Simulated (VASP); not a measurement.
# Hf (Pm-3m) in VASP: notebook

Hf is run at these levels: PBEsol; tasks: single point, relaxation of cell and atoms.

Program: VASP 6.6.1. These are calculated values, not measurements. Logs are shortened: lines on timing, memory, paths and dates and some standing lists are left out, and cuts for length are marked.

**1. The cell of the first run**

It takes space group Pm-3m (No. 221, cubic). The conventional cell has a = 2.727 Å, b = 2.727 Å, c = 2.727 Å, α = 90.00°, β = 90.00°, γ = 90.00°. Hf (site symmetry m-3m) has 6 Hf at 2.73 Å within 3.6 Å.

**2. Single point, PBEsol**

INCAR reads:

```
SYSTEM = Hf
ALGO     = Normal         ! electronic algorithm
EDIFF    = 1E-6           ! SCF threshold, eV
ENCUT    = 520            ! plane-wave cutoff, eV
GGA      = PS             ! functional
ISIF     = 2              ! what is computed and relaxed
ISMEAR   = 0              ! smearing method
LASPH    = .TRUE.         ! aspherical terms in the spheres
LCHARG   = .FALSE.        ! write CHGCAR
LREAL    = .FALSE.        ! projectors in reciprocal space
LWAVE    = .FALSE.        ! write WAVECAR
NBANDS   = 11             ! bands
NELM     = 80             ! most SCF steps
PREC     = Accurate       ! precision mode
SIGMA    = 0.05           ! smearing width, eV
```

KPOINTS reads:

```
k-points
0
G
  16 16 16
  0 0 0
```

POSCAR reads:

```
Hf
1.0
    2.7270120106      0.0000000000      0.0000000000
    0.0000000000      2.7270120106      0.0000000000
    0.0000000000      0.0000000000      2.7270120106
Hf
1
Direct
    0.0000000000      0.0000000000      0.0000000000
```

Potentials or basis: VASP PAW PBE potentials, release 64 (Hf_pv).

The run is started by

```console
$ cat potpaw_PBE.64/Hf_pv/POTCAR > POTCAR
$ mpirun -np 1 vasp_std > vasp.out
```

OUTCAR:

```text
SYSTEM = Hf
   EDIFF = 1E-6
   ENCUT = 520
   GGA = PS
   ISIF = 2
   ISMEAR = 0
   LASPH = .TRUE.
   LREAL = .FALSE.
   NELM = 80
   PREC = Accurate

 ion  position               nearest neighbor table
   1  0.000  0.000  0.000-

  LATTYP: Found a simple cubic cell.
 ALAT       =     2.7270120106

  Lattice vectors:

 A1 = (   2.7270120106,   0.0000000000,   0.0000000000)
 A2 = (   0.0000000000,   2.7270120106,   0.0000000000)
 A3 = (   0.0000000000,   0.0000000000,   2.7270120106)

Analysis of symmetry for initial positions (statically):
=====================================================================
 Subroutine PRICEL returns:
 Original cell was already a primitive cell.

 Routine SETGRP: Setting up the symmetry group for a
 simple cubic supercell.

 Subroutine GETGRP returns: Found 48 space group operations
 (whereof 48 operations were pure point group operations)
 out of a pool of 48 trial point group operations.

The static configuration has the point symmetry O_h .

Analysis of symmetry for dynamics (positions and initial velocities):
=====================================================================
 Subroutine PRICEL returns:
 Original cell was already a primitive cell.

 Routine SETGRP: Setting up the symmetry group for a
 simple cubic supercell.

 Subroutine GETGRP returns: Found 48 space group operations
 (whereof 48 operations were pure point group operations)
 out of a pool of 48 trial point group operations.

The dynamic configuration has the point symmetry O_h .

 Subroutine INISYM returns: Found 48 space group operations
 (whereof 48 operations are pure point group operations),
 and found     1 'primitive' translations

----------------------------------------------------------------------------------------

                                     Primitive cell

  volume of cell :      20.2797

  direct lattice vectors                    reciprocal lattice vectors
     2.727012011  0.000000000  0.000000000     0.366701722  0.000000000  0.000000000
     0.000000000  2.727012011  0.000000000     0.000000000  0.366701722  0.000000000
     0.000000000  0.000000000  2.727012011     0.000000000  0.000000000  0.366701722

  length of vectors
     2.727012011  2.727012011  2.727012011     0.366701722  0.366701722  0.366701722

  position of ions in fractional coordinates (direct lattice)
[... 75 lines left out ...]
   ENCUT  =  520.0 eV  38.22 Ry    6.18 a.u.   5.07  5.07  5.07*2*pi/ulx,y,z
   NELM   =     80;   NELMIN=  2; NELMDL= -5     # of ELM steps
   EDIFF  = 0.1E-05   stopping-criterion for ELM
   LREAL  =      F    real-space projection
   EDIFFG = 0.1E-04   stopping-criterion for IOM
   NSW    =      0    number of steps for IOM
   IBRION =     -1    ionic relax: 0-MD 1-quasi-New 2-CG
   NFREE  =      0    steps in history (QN), initial steepest desc. (CG)
   ISIF   =      2    stress and relaxation
   ISYM   =      2    0-nonsym 1-usesym 2-fastsym
   POTIM  = 0.5000    time-step for ionic-motion
   TEBEG  =    0.0;   TEEND  =   0.0 temperature during run
   PSTRESS=    0.0 pullay stress
   NELECT =      10.0000    total number of electrons
   NUPDOWN=      -1.0000    fix difference up-down
   EMIN   =  10.00;   EMAX   =-10.00  energy-range for DOS
   EFERMI =   0.00;   METHOD = LEGACY
   ISMEAR =     0;   SIGMA  =   0.05  broadening in eV -4-tet -1-fermi 0-gaus
   EFERMI_NEDOS =   21; number of points for ismear=-14 and -15
   IALGO  =     38    algorithm
   IMIX   =      4    mixing-type and parameters
     AMIX     =   0.40;   BMIX     =  1.00
     AMIX_MAG =   1.60;   BMIX_MAG =  1.00
  volume/ion in A,a.u.               =      20.28       136.85
  Fermi-wavevector in a.u.,A,eV,Ry     =   1.293365  2.444106 22.759732  1.672793
  Thomas-Fermi vector in A             =   2.425015
   LORBIT       =      0    0 simple, 1 ext, 2 COOP (PROOUT), +10 PAW based schemes
   GGA     = PS    functional components
   LHFCALC =     F    Hartree Fock is set to
   AEXX    =    0.0000 exact exchange contribution
   IVDW    =     0    specifies the selected vdW correction
   LEPSILON=     F    determine dielectric tensor
   LRPA    =     F    only Hartree local field effects (RPA)
 non-spin polarized calculation
 Gauss-broadening in eV      SIGMA  =   0.05
  energy-cutoff  :      520.00
  volume of cell :       20.28
 maximum number of plane-waves:       560
   NGX = 11   NGY = 11   NGZ = 11

 number of electron      10.0000006 magnetization

 Free energy of the ion-electron system (eV)
  ---------------------------------------------------
  ext. energy  EPLUGINS =         0.00000000
  ---------------------------------------------------
  free energy    TOTEN  =        -9.28293694 eV

  energy without entropy =       -9.28112348  energy(sigma->0) =       -9.28203021

 E-fermi :   4.9824     XC(G=0): -11.7538

 val. band max:        4.9802681614   @ k =   0.1875   0.1875   0.0625
 cond. band min:       4.9832461965   @ k =   0.3750   0.1250   0.1250
 fundamental gap:      0.0029780351
 Fermi energy:         4.9824194804

 k-point     1 :       0.0000    0.0000    0.0000
  band No.  band energies     occupation
      1     -24.2815      2.00000
      2     -24.2815      2.00000
      3     -24.2815      2.00000
      4      -2.0702      2.00000
      5       3.0367      2.00000
      6       3.0367      2.00000
      7      12.9734      0.00000
      8      12.9734      0.00000
      9      12.9734      0.00000
     10      18.6446      0.00000
     11      19.7774      0.00000
[... 309 lines left out ...]
 k-point    24 :       0.5000    0.1250    0.0000
  band No.  band energies     occupation
      1     -25.9133      2.00000
      2     -24.3767      2.00000
      3     -24.1028      2.00000
      4       2.3021      2.00000
      5       4.3811      2.00000
      6       4.7190      2.00000
      7       8.5938      0.00000
      8       8.9450      0.00000
      9      12.6534      0.00000
     10      17.0515      0.00000
     11      18.6649      0.00000

 [... further k-points ...]
[... 5 lines left out ...]
  --------------------------------------------------------------------------------------
  -------------------------------------------------------------------------------------
  Total        1.8525785      1.8525785      1.8525785      0.0000000      0.0000000     -0.0000000
  in kB      146.3612317    146.3612317    146.3612317      0.0000000      0.0000000     -0.0000000
  external PRESSURE =     146.3612317 kB  Pullay stress =       0.0000000 kB

 VOLUME and BASIS-vectors are now :
 -----------------------------------------------------------------------------
  energy-cutoff  :      520.00
  volume of cell :       20.28
      direct lattice vectors                 reciprocal lattice vectors
     2.727012011  0.000000000  0.000000000     0.366701722  0.000000000  0.000000000
     0.000000000  2.727012011  0.000000000     0.000000000  0.366701722  0.000000000
     0.000000000  0.000000000  2.727012011     0.000000000  0.000000000  0.366701722

 POSITION                                       TOTAL-FORCE (eV/Angst)
 -----------------------------------------------------------------------------------
      0.00000      0.00000      0.00000         0.000000      0.000000      0.000000
 -----------------------------------------------------------------------------------
    total drift:                               -0.000000     -0.000000     -0.000000

  FREE ENERGIE OF THE ION-ELECTRON SYSTEM (eV)
  ---------------------------------------------------
  free  energy   TOTEN  =        -9.2829369419 eV

  energy  without entropy=       -9.2811234794  energy(sigma->0) =       -9.28203021
```

OSZICAR:

```text
N       E                     dE             d eps       ncg     rms          rms(c)
DAV:   1     0.141128638917E+02    0.14113E+02   -0.58017E+03  3686   0.852E+02
DAV:   2    -0.905761342183E+01   -0.23170E+02   -0.22318E+02  4412   0.158E+02
DAV:   3    -0.948911965110E+01   -0.43151E+00   -0.42861E+00  4495   0.148E+01
DAV:   4    -0.949068341647E+01   -0.15638E-02   -0.15635E-02  4174   0.111E+00
DAV:   5    -0.949069150029E+01   -0.80838E-05   -0.80840E-05  4519   0.700E-02    0.371E+01
DAV:   6    -0.933043967881E+01    0.16025E+00   -0.14955E-01  4281   0.258E+00    0.217E+01
DAV:   7    -0.928612622885E+01    0.44313E-01   -0.18716E-01  4358   0.277E+00    0.101E+00
DAV:   8    -0.928291944051E+01    0.32068E-02   -0.13747E-02  4024   0.789E-01    0.102E-01
DAV:   9    -0.928293579659E+01   -0.16356E-04   -0.21261E-04  4546   0.120E-01    0.407E-02
DAV:  10    -0.928293725269E+01   -0.14561E-05   -0.85896E-06  4175   0.242E-02    0.188E-02
DAV:  11    -0.928293694190E+01    0.31079E-06   -0.16381E-06  4038   0.910E-03
   1 F= -.92829369E+01 E0= -.92820302E+01  d E =-.181346E-02
```

Run time: 40 s. Hardware: 1 thread of AMD EPYC 7R13, shared host; peak memory 0.12 GiB.

What came out:

- Free energy: -9.2829 eV
- Pressure: 14.6 GPa
- Band gap on the k mesh: zero (band 5 reaches 6.06 eV, above the bottom of band 6 at 3.04 eV)

Levels at points of the mesh, in eV from the Fermi level:
```
           k point  band 3  band 4  band 5  band 6  band 7  band 8
(0.00, 0.00, 0.00)  -29.26   -7.05   -1.95   -1.95    7.99    7.99
(0.50, 0.00, 0.00)  -29.11   -3.25   -0.80    0.33    3.48    3.48
(0.50, 0.50, 0.00)  -28.96   -3.87   -0.54    4.46    4.46    5.75
(0.50, 0.50, 0.50)  -30.46   -1.94   -1.94   -1.94    6.95   11.32
```

Caveat: the PAW data sets were made with another functional, which shifts forces and pressure a little; spin-orbit coupling is left out, which moves the levels of the heavy elements.

**3. Single point, PBEsol**

This run uses another cell than the first one, of 23.49 Å³/atom, 1.159 times its volume.

INCAR reads:

```
SYSTEM = Hf
ALGO = Normal
EDIFF = 1E-6
ENCUT = 520
GGA = PS
ISIF = 2
ISMEAR = 0
LASPH = .True.
LCHARG = .False.
LREAL = .False.
LWAVE = .False.
NBANDS = 11
NELM = 80
PREC = Accurate
SIGMA = 0.05
```

KPOINTS reads:

```
k-points
0
Gamma
  16 16 16
  0 0 0
```

POSCAR reads:

```
Hf
1.0
    2.8641096527      0.0000000000      0.0000000000
    0.0000000000      2.8641096527      0.0000000000
    0.0000000000      0.0000000000      2.8641096527
Hf
1
Direct
    0.0000000000      0.0000000000      0.0000000000
```

Potentials or basis: VASP PAW PBE potentials, release 64 (Hf_pv).

The run is started by

```console
$ cat potpaw_PBE.64/Hf_pv/POTCAR > POTCAR
$ mpirun -np 1 vasp_std > vasp.out
```

Wall time 68 s (1 thread of AMD EPYC 7R13, shared host); peak memory 0.14 GiB.

The run converged. Its results:

```
Free energy            : -9.4126 eV
Pressure               : -0.2 GPa
Band gap on the k mesh : zero (band 5 reaches 5.03 eV, above the bottom of band 6 at 2.45 eV)
```

Levels at points of the mesh, in eV from the Fermi level:
```
           k point  band 1  band 2  band 3  band 4  band 5  band 6  band 7  band 8  band 9  band 10
(0.00, 0.00, 0.00)  -29.76  -29.76  -29.76   -6.66   -1.55   -1.55    6.82    6.82    6.82    13.29
(0.50, 0.00, 0.00)  -30.85  -29.67  -29.67   -3.21   -0.59   -0.01    3.15    3.15    7.22    10.16
(0.50, 0.50, 0.00)  -30.70  -30.70  -29.57   -3.09   -0.63    3.94    3.94    4.72    4.72     9.24
(0.50, 0.50, 0.50)  -30.56  -30.56  -30.56   -1.45   -1.45   -1.45    6.92    9.52    9.52    10.55
```

Caveat: the PAW data sets were made with another functional, which shifts forces and pressure a little; spin-orbit coupling is left out, which moves the levels of the heavy elements.

(Continued in part 2 of 2.)
